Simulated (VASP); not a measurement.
# TiClF (P4/nmm) in VASP: further runs

TiClF is run at these levels: PBE; tasks: single point.

Program: VASP 6.6.1. These are calculated values, not measurements. Logs are shortened: lines on timing, memory, paths and dates and some standing lists are left out, and cuts for length are marked.

## (1) The cell of the first run

It takes space group P4/nmm (No. 129, tetragonal). Conventional cell: a = 3.882 Å, b = 3.882 Å, c = 7.958 Å, α = 90.00°, β = 90.00°, γ = 90.00°. Within 2.9 Å of Ti (site symmetry 4mm) lie 1 F at 2.18 Å and 4 Ti at 2.87 Å. Within 3.6 Å of Cl (site symmetry 4mm) lie 5 F at 2.72 to 2.75 Å and 5 Ti at 3.07 to 3.53 Å. Within 2.9 Å of F (site symmetry 4mm) lie 1 Ti at 2.18 Å and 5 Cl at 2.72 to 2.75 Å.

The cell was built from a structure type or drawn by symmetry, and may not be a known phase.

## (2) Single point, PBE, collinear spin

File INCAR:

```
  PREC = Accurate
  ENCUT = 520
  EDIFF = 1E-6
  ISMEAR = 0
  SIGMA = 0.1
  LREAL = False
  LASPH = True
  NELM = 150
  ALGO = Normal
  ISIF = 2
  LWAVE = False
  LCHARG = False
  ISPIN = 2
  MAGMOM = 1 1 0 0 0 0
  LORBIT = 11
  LMAXMIX = 4
  GGA = PE
  NBANDS = 39
```

File KPOINTS:

```
Automatic mesh
0
Gamma
  4 4 2
```

File POSCAR:

```
TiClF
1.0
    3.8816654000      0.0000000000      0.0000000000
    0.0000000000      3.8816654000      0.0000000000
    0.0000000000      0.0000000000      7.9581302300
Ti Cl F
2 2 2
Direct
    0.5000000000      0.0000000000      0.9473692200
    0.0000000000      0.5000000000      0.0526307800
    0.0000000000      0.5000000000      0.6674646100
    0.5000000000      0.0000000000      0.3325353900
    0.0000000000      0.5000000000      0.3260566300
    0.5000000000      0.0000000000      0.6739433700
```

Potentials or basis: VASP PAW PBE potentials, release 64 (Ti_sv, Cl, F).

Command:

```bash
cat potpaw_PBE.64/Ti_sv/POTCAR potpaw_PBE.64/Cl/POTCAR potpaw_PBE.64/F/POTCAR > POTCAR
mpirun -np 1 vasp_std > vasp.out
```

OUTCAR:

```text
PREC = Accurate
   ENCUT = 520
   EDIFF = 1E-6
   ISMEAR = 0
   LREAL = False
   LASPH = True
   NELM = 150
   ISIF = 2
   ISPIN = 2
   LORBIT = 11
   GGA = PE

 ion  position               nearest neighbor table
   1  0.500  0.000  0.947-   6 2.18   2 2.87   2 2.87   2 2.87   2 2.87
   2  0.000  0.500  0.053-   5 2.18   1 2.87   1 2.87   1 2.87   1 2.87
   3  0.000  0.500  0.667-
   4  0.500  0.000  0.333-
   5  0.000  0.500  0.326-   2 2.18
   6  0.500  0.000  0.674-   1 2.18

  LATTYP: Found a simple tetragonal cell.
 ALAT       =     3.8816654000
 C/A-ratio  =     2.0501844981

  Lattice vectors:

 A1 = (   3.8816654000,   0.0000000000,   0.0000000000)
 A2 = (   0.0000000000,   3.8816654000,   0.0000000000)
 A3 = (   0.0000000000,   0.0000000000,   7.9581302300)

Analysis of symmetry for initial positions (statically):
=====================================================================
 Subroutine PRICEL returns:
 Original cell was already a primitive cell.

 Routine SETGRP: Setting up the symmetry group for a
 simple tetragonal supercell.

 Subroutine GETGRP returns: Found 16 space group operations
 (whereof  8 operations were pure point group operations)
 out of a pool of 16 trial point group operations.

The static configuration has the point symmetry D_2d.
 The point group associated with its full space group is D_4h.

Analysis of symmetry for dynamics (positions and initial velocities):
=====================================================================
 Subroutine PRICEL returns:
 Original cell was already a primitive cell.

 Routine SETGRP: Setting up the symmetry group for a
 simple tetragonal supercell.

 Subroutine GETGRP returns: Found 16 space group operations
 (whereof  8 operations were pure point group operations)
 out of a pool of 16 trial point group operations.

The dynamic configuration has the point symmetry D_2d.
 The point group associated with its full space group is D_4h.

Analysis of structural, dynamic, and magnetic symmetry:
=====================================================================
 Subroutine PRICEL returns:
 Original cell was already a primitive cell.

 Routine SETGRP: Setting up the symmetry group for a
 simple tetragonal supercell.

 Subroutine GETGRP returns: Found 16 space group operations
 (whereof  8 operations were pure point group operations)
 out of a pool of 16 trial point group operations.

[... 128 lines left out ...]
 Gauss-broadening in eV      SIGMA  =   0.10
  energy-cutoff  :      520.00
  volume of cell :      119.91
 maximum number of plane-waves:      3264
 NGX is ok and might be reduce to    30
   NGX = 15   NGY = 15   NGZ = 29

 number of electron      52.0000004 magnetization       1.6563417

 Free energy of the ion-electron system (eV)
  ---------------------------------------------------
  ext. energy  EPLUGINS =         0.00000000
  ---------------------------------------------------
  free energy    TOTEN  =       -25.74017359 eV

  energy without entropy =      -25.68323300  energy(sigma->0) =      -25.71170330

 E-fermi :   1.6339     XC(G=0):  -9.2375

 val. band max:        1.6296712323   @ k =   0.2500   0.2500   0.5000
 cond. band min:       1.6409092503   @ k =   0.5000   0.5000   0.0000
 fundamental gap:      0.0112380179
 Fermi energy:         1.6339335513

 spin component 1

 k-point     1 :       0.0000    0.0000    0.0000
  band No.  band energies     occupation
      1     -56.1042      1.00000
      2     -56.0130      1.00000
      3     -32.4240      1.00000
      4     -32.4240      1.00000
      5     -32.2589      1.00000
      6     -32.2495      1.00000
[... 481 lines left out ...]
     37       8.2270      0.00000
     38       8.2270      0.00000
 Fermi energy:         1.6339335513

 spin component 2

 k-point     1 :       0.0000    0.0000    0.0000
  band No.  band energies     occupation
      1     -55.5016      1.00000
      2     -55.4132      1.00000
      3     -31.8591      1.00000
      4     -31.8481      1.00000
      5     -31.7138      1.00000
      6     -31.7138      1.00000
[... 481 lines left out ...]
     37       8.8956      0.00000
     38       8.8956      0.00000
 [bands above 38 left out]

------------------------ aborting loop because EDIFF is reached ----------------------------------------

  FORCE on cell =-STRESS in cart. coord.  units (eV):
  Direction    XX          YY          ZZ          XY          YZ          ZX
  --------------------------------------------------------------------------------------
  -------------------------------------------------------------------------------------
  Total        1.3473184      1.3473184    -24.1035581      0.0000000      0.0000000      0.0000000
  in kB       18.0025321     18.0025321   -322.0657221      0.0000000      0.0000000      0.0000000
  external PRESSURE =     -95.3535526 kB  Pullay stress =       0.0000000 kB

 VOLUME and BASIS-vectors are now :
 -----------------------------------------------------------------------------
  energy-cutoff  :      520.00
  volume of cell :      119.91
      direct lattice vectors                 reciprocal lattice vectors
     3.881665400  0.000000000  0.000000000     0.257621381  0.000000000  0.000000000
     0.000000000  3.881665400  0.000000000     0.000000000  0.257621381  0.000000000
     0.000000000  0.000000000  7.958130230     0.000000000  0.000000000  0.125657657

 POSITION                                       TOTAL-FORCE (eV/Angst)
 -----------------------------------------------------------------------------------
      1.94083      0.00000      7.53929        -0.000000      0.000000     -3.285363
      0.00000      1.94083      0.41884         0.000000     -0.000000      3.285363
      0.00000      1.94083      5.31177         0.000000      0.000000      2.776632
      1.94083      0.00000      2.64636         0.000000     -0.000000     -2.776632
      0.00000      1.94083      2.59480         0.000000     -0.000000     -3.286553
      1.94083      0.00000      5.36333        -0.000000      0.000000      3.286553
 -----------------------------------------------------------------------------------
    total drift:                                0.000000      0.000000      0.000000

  FREE ENERGIE OF THE ION-ELECTRON SYSTEM (eV)
  ---------------------------------------------------
  free  energy   TOTEN  =       -25.7401735894 eV

  energy  without entropy=      -25.6832330021  energy(sigma->0) =      -25.71170330

 total charge

# of ion       s       p       d       tot
------------------------------------------
    1        2.194   6.038   1.762   9.993
    2        2.194   6.038   1.762   9.993
    3        1.632   3.296   0.000   4.928
    4        1.632   3.296   0.000   4.928
    5        1.753   4.216   0.000   5.969
    6        1.753   4.216   0.000   5.969
--------------------------------------------------
tot         11.156  27.100   3.524  41.780

 magnetization (x)

# of ion       s       p       d       tot
------------------------------------------
    1        0.016   0.016   0.609   0.641
    2        0.016   0.016   0.609   0.641
    3        0.001   0.034   0.000   0.035
    4        0.001   0.034   0.000   0.035
    5        0.000  -0.016   0.000  -0.015
    6        0.000  -0.016   0.000  -0.015
--------------------------------------------------
tot          0.034   0.068   1.218   1.321
```

OSZICAR:

```text
N       E                     dE             d eps       ncg     rms          rms(c)
DAV:   1     0.641930142455E+03    0.64193E+03   -0.25108E+04  1872   0.139E+03
DAV:   2     0.581350349993E+02   -0.58380E+03   -0.54854E+03  1978   0.419E+02
[... 23 lines left out ...]
DAV:  26    -0.257401858020E+02    0.32635E-03   -0.25928E-04  2403   0.834E-02    0.639E-02
DAV:  27    -0.257401645948E+02    0.21207E-04   -0.52956E-05  2356   0.447E-02    0.372E-02
DAV:  28    -0.257401693017E+02   -0.47070E-05   -0.13411E-05  2221   0.198E-02    0.263E-02
DAV:  29    -0.257401666445E+02    0.26572E-05   -0.75440E-06  2004   0.151E-02    0.207E-02
DAV:  30    -0.257401731878E+02   -0.65433E-05   -0.84935E-06  2005   0.142E-02    0.140E-02
DAV:  31    -0.257401735894E+02   -0.40156E-06   -0.18665E-06  1487   0.781E-03
   1 F= -.25740174E+02 E0= -.25711703E+02  d E =-.569406E-01  mag=     1.6575
```

It took 4.2 min on 1 thread of Intel Xeon Platinum 8259CL at 2.50GHz (Skylake/Cascade Lake), shared host; peak memory 0.3 GiB.

Results:

| Item | Value |
| --- | --- |
| Free energy | -25.7402 eV |
| Pressure | -9.5 GPa |
| Largest force | 3.287 eV/Å |
| Net moment | 1.66 μB per cell |
| Site moments | Ti +0.64; Cl +0.04; F -0.01 μB |
| Valence electrons inside the program's atomic spheres | Ti 9.99; Cl 4.93; F 5.97 |

Forces on the atoms (eV/Å):
```
Ti   0.000  0.000 -3.285
Ti   0.000  0.000  3.285
Cl   0.000  0.000  2.777
Cl   0.000  0.000 -2.777
F    0.000  0.000 -3.287
F    0.000  0.000  3.287
```

Levels at points of the mesh, in eV from the Fermi level:
Spin up:
```
           k point  band 25  band 26  band 27  band 28  band 29  band 30
(0.00, 0.00, 0.00)    -0.12    -0.09    -0.09     0.95     0.95     1.16
(0.50, 0.00, 0.00)    -0.73    -0.73    -0.21    -0.21     1.12     1.12
(0.50, 0.50, 0.00)    -0.04    -0.04     0.57     0.57     0.58     0.58
(0.00, 0.00, 0.50)    -0.14    -0.03    -0.03     0.90     0.90     1.15
(0.50, 0.00, 0.50)    -0.88    -0.88    -0.24    -0.24     1.18     1.18
(0.50, 0.50, 0.50)     0.02     0.02     0.45     0.45     0.58     0.58
```
Spin down:
```csv
k point,band 22,band 23,band 24,band 25,band 26,band 27,band 28,band 29
"(0.00, 0.00, 0.00)",-0.55,-0.05,-0.05,-0.04,-0.04,0.28,1.44,1.44
"(0.50, 0.00, 0.00)",-1.58,-0.89,-0.89,-0.45,-0.45,0.66,0.66,1.45
"(0.50, 0.50, 0.00)",-0.12,0.01,0.01,0.44,0.44,0.99,0.99,1.01
"(0.00, 0.00, 0.50)",-0.74,-0.08,-0.08,0.01,0.01,0.28,1.40,1.40
"(0.50, 0.00, 0.50)",-1.58,-0.86,-0.86,-0.56,-0.56,0.64,0.64,1.51
"(0.50, 0.50, 0.50)",-0.14,0.05,0.05,0.40,0.40,0.89,0.89,1.00
```

Caveat: the k points lie up to 0.40 Å⁻¹ apart; semilocal functionals often make such compounds metallic where correlation or magnetic order opens a gap, which also shifts bond lengths; forces of over 1 eV/Å act on the atoms, so gaps and moduli don't describe the material at rest.

## (3) Single point, PBE, collinear spin

This run uses another cell than the first one, of 21.57 Å³/atom.

File INCAR:

```
PREC = Accurate
ENCUT = 520
EDIFF = 1E-7
ISMEAR = 0
SIGMA = 0.1
LREAL = False
LASPH = True
NELM = 150
ALGO = Normal
ISIF = 2
LWAVE = False
LCHARG = False
ISPIN = 2
MAGMOM = 1 1 0 0 0 0
LORBIT = 11
LMAXMIX = 4
GGA = PE
NBANDS = 39
```

File KPOINTS:

```
regular mesh
0
Gamma
  4 4 2
```

File POSCAR:

```
TiClF
1.0
    4.1473734064      0.0000000000      0.0000000000
    0.0000000000      4.1473734064      0.0000000000
    0.0000000000      0.0000000000      7.5257513146
Ti Cl F
2 2 2
Direct
    0.5000000000      0.0000000000      0.9306274991
    0.0000000000      0.5000000000      0.0693725009
    0.0000000000      0.5000000000      0.7716988412
    0.5000000000      0.0000000000      0.2283011588
    0.0000000000      0.5000000000      0.3075426884
    0.5000000000      0.0000000000      0.6924573116
```

Potentials or basis: VASP PAW PBE potentials, release 64 (Ti_sv, Cl, F).

Command:

```bash
cat potpaw_PBE.64/Ti_sv/POTCAR potpaw_PBE.64/Cl/POTCAR potpaw_PBE.64/F/POTCAR > POTCAR
mpirun -np 1 vasp_std > vasp.out
```

Run time: 2.1 min. Hardware: 1 thread of Intel Xeon Platinum 8259CL at 2.50GHz (Skylake/Cascade Lake), shared host; peak memory 0.31 GiB.

It converged, with:

* Free energy: -32.2798 eV
* Pressure: 0.2 GPa
* Largest force: 0.210 eV/Å
* Net moment: 1.08 μB per cell
* Site moments: Ti +0.38; Cl +0.03; F -0.01 μB
* Valence electrons inside the program's atomic spheres: Ti 10.19; Cl 5.10; F 6.07

Forces in eV/Å, atoms in the order of the input:
```
Ti   0.000  0.000  0.210
Ti   0.000  0.000 -0.210
Cl   0.000  0.000  0.000
Cl   0.000  0.000  0.000
F    0.000  0.000  0.206
F    0.000  0.000 -0.206
```

Stress tensor (GPa, compression positive):
```
-0.15  0.00  0.00
 0.00 -0.15  0.00
 0.00  0.00  0.90
```

Levels at points of the mesh, in eV from the Fermi level:
Spin up:
```
           k point  band 24  band 25  band 26  band 27  band 28  band 29
(0.00, 0.00, 0.00)    -3.16    -1.75    -1.48    -0.99     1.01     1.01
(0.50, 0.00, 0.00)    -3.95    -0.26    -0.26     0.13     0.13     0.85
(0.50, 0.50, 0.00)    -3.15    -0.69    -0.69     0.58     0.58     0.85
(0.00, 0.00, 0.50)    -3.14    -1.80    -1.48    -0.99     1.00     1.00
(0.50, 0.00, 0.50)    -4.01    -0.29    -0.29     0.13     0.13     0.84
(0.50, 0.50, 0.50)    -3.14    -0.71    -0.71     0.57     0.57     0.85
```
Spin down:
```csv
k point,band 23,band 24,band 25,band 26,band 27,band 28,band 29,band 30
"(0.00, 0.00, 0.00)",-3.13,-3.13,-1.45,-1.32,-0.16,1.26,1.26,1.31
"(0.50, 0.00, 0.00)",-3.92,-3.92,-0.03,-0.03,0.78,0.78,1.09,1.09
"(0.50, 0.50, 0.00)",-3.13,-3.13,-0.02,-0.02,0.84,0.84,1.01,1.01
"(0.00, 0.00, 0.50)",-3.11,-3.11,-1.49,-1.32,-0.16,1.26,1.26,1.30
"(0.50, 0.00, 0.50)",-3.91,-3.91,-0.05,-0.05,0.76,0.76,1.08,1.08
"(0.50, 0.50, 0.50)",-3.12,-3.12,-0.03,-0.03,0.83,0.83,1.01,1.01
```

Caveat: the k points lie up to 0.42 Å⁻¹ apart; this functional lacks dispersion, which binds the layers, so the pressure and a relaxed spacing across them are unreliable; semilocal functionals often make such compounds metallic where correlation or magnetic order opens a gap, which also shifts bond lengths.
